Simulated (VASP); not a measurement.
Input of a VASP 6.6.1 run:

INCAR

```
SYSTEM = Te2Mo
PREC = Accurate ; ENCUT = 520
EDIFF = 1E-6 ; ISMEAR = -1
SIGMA = 0.05 ; LREAL = .FALSE.
LASPH = .TRUE. ; NELM = 80
ALGO = Normal ; ISIF = 2
LWAVE = .FALSE. ; LCHARG = .FALSE.
GGA = PE ; NBANDS = 35
```

KPOINTS

```
regular mesh
0
G
  4 8 1
  0 0 0
```

POSCAR

```
Te2Mo
1.0
    6.4037401044      0.0000000000      0.0000000000
    0.0000000000      3.5034527586      0.0000000000
   -0.0863090623      0.0000000000     36.4154728842
Te Mo
4 2
Direct
    0.4292511000      0.7500000000      0.5407035800
    0.5707489000      0.2500000000      0.4592964200
    0.9208478700      0.2500000000      0.5565273200
    0.0791521300      0.7500000000      0.4434726800
    0.1813475600      0.2500000000      0.4974653700
    0.8186524400      0.7500000000      0.5025346300
```

Potentials or basis: VASP PAW PBE potentials, release 64 (Te, Mo_sv).

Launch:

```bash
$ cat potpaw_PBE.64/Te/POTCAR potpaw_PBE.64/Mo_sv/POTCAR > POTCAR
$ mpirun -np 1 vasp_std > vasp.out
```

Q: Predict the band gap on the k mesh.

A: Zero (bands 26 and 27 overlap by 0.16 eV).

Q: What does it give for the largest force?

A: 0.105 eV/Å.

Forces on the atoms (eV/Å):
```
Te   0.025  0.000 -0.102
Te  -0.025  0.000  0.102
Te  -0.007  0.000 -0.053
Te   0.007  0.000  0.053
Mo   0.003  0.000 -0.008
Mo  -0.003  0.000  0.008
```

Caveat: spin-orbit coupling is left out, which moves the levels of the heavy elements.
